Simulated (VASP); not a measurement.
Wanted: the native input for a VASP 6.6.1 run.

* Task: single point
* Functional: r2SCAN
* Potentials or basis: VASP PAW PBE potentials, release 64 (Al)
* Cutoff: 520 eV
* k mesh: 6 × 6 × 2
* Occupations: fermi-dirac, width 0.05 eV
* Spin: no spin polarisation
* Dipole correction: no
* Further INCAR settings: ALGO = Normal; EDIFF = 1e-06; NBANDS = 14

The system is Al.

```
Al
1.0
     2.82708    0.00000    0.00000
    -1.41354    2.44832    0.00000
     0.00000    0.00000    9.18599
Al
4
Direct
  0.66667 0.33333 0.75000
  0.00000 0.00000 0.50000
  0.33333 0.66667 0.25000
  0.00000 0.00000 0.00000
```

The input as run:

POSCAR

```
Al
1.0
    2.8270770242      0.0000000000      0.0000000000
   -1.4135385121      2.4483205214      0.0000000000
    0.0000000000      0.0000000000      9.1859930700
Al
4
Direct
    0.6666666667      0.3333333333      0.7500000000
    0.0000000000      0.0000000000      0.5000000000
    0.3333333333      0.6666666667      0.2500000000
    0.0000000000      0.0000000000      0.0000000000
```

INCAR.step1

```
SYSTEM = Al
ALGO = Normal
EDIFF = 1E-4
ENCUT = 520
GGA = PE
ISMEAR = -1
LASPH = .True.
LCHARG = .False.
LREAL = .False.
LWAVE = .True.
NBANDS = 14
NELM = 100
PREC = Accurate
SIGMA = 0.05
```

INCAR.step2

```
SYSTEM = Al
ALGO = Normal
EDIFF = 1E-6
ENCUT = 520
ISIF = 2
ISMEAR = -1
ISTART = 1
LASPH = .True.
LCHARG = .False.
LMIXTAU = .True.
LREAL = .False.
LWAVE = .False.
METAGGA = R2SCAN
NBANDS = 14
NELM = 100
PREC = Accurate
SIGMA = 0.05
```

KPOINTS

```
k-points
0
Gamma
  6 6 2
  0 0 0
```

Potentials or basis: VASP PAW PBE potentials, release 64 (Al).

Launch:

```console
$ cat potpaw_PBE.64/Al/POTCAR > POTCAR
$ cp INCAR.step1 INCAR
$ mpirun -np 1 vasp_std > vasp.out
$ cp INCAR.step2 INCAR
$ mpirun -np 1 vasp_std > vasp.out
```

Results of the run:

The pressure is 0.4 GPa and the band gap on the k mesh is zero (band 6 reaches 12.61 eV, above the bottom of band 7 at 6.98 eV).

Caveat: the k points lie up to 0.43 Å⁻¹ apart; the PAW data sets were made with another functional, which shifts forces and pressure a little.

Wall time 48 s on 1 thread of AMD EPYC 7R13 Processor (Zen 3) (shared host), peak memory 0.16 GiB.
